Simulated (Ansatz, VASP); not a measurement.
## Two plane-wave programs on Ti

```
Ti
1.0
     5.16759    0.00000    0.00000
     0.00000    5.16759    0.00000
     0.00000    0.00000    5.16759
Ti
8
Direct
  0.50000 0.50000 0.50000
  0.00000 0.00000 0.00000
  0.25000 0.00000 0.50000
  0.50000 0.25000 0.00000
  0.50000 0.75000 0.00000
  0.75000 0.00000 0.50000
  0.00000 0.50000 0.75000
  0.00000 0.50000 0.25000
```

Alike in both runs: task single point; functional r2SCAN; k mesh 4 × 4 × 4; occupations gaussian, width 0.1 eV; no spin polarisation.

|  | VASP | Ansatz |
| --- | --- | --- |
| version | VASP 6.6.1 | Ansatz 0.2.0 |
| potentials or method | VASP PAW PBE potentials, release 64 (Ti_sv), cutoff 520 eV | scalar-relativistic, plane waves, PAW |
| valence electrons in the cell | 96 | 96 |

```csv
,VASP,Ansatz,Ansatz less VASP
gap on the k mesh at the Fermi level (eV),none,none,-
pressure (GPa),1.3,0.8,-0.45
```

VASP's potentials were made for PBE, not for r2SCAN. A gap of «none» marks a metal or a gap that the smearing closes. The functional is the same, so the differences come from potentials, cutoffs and numerics.
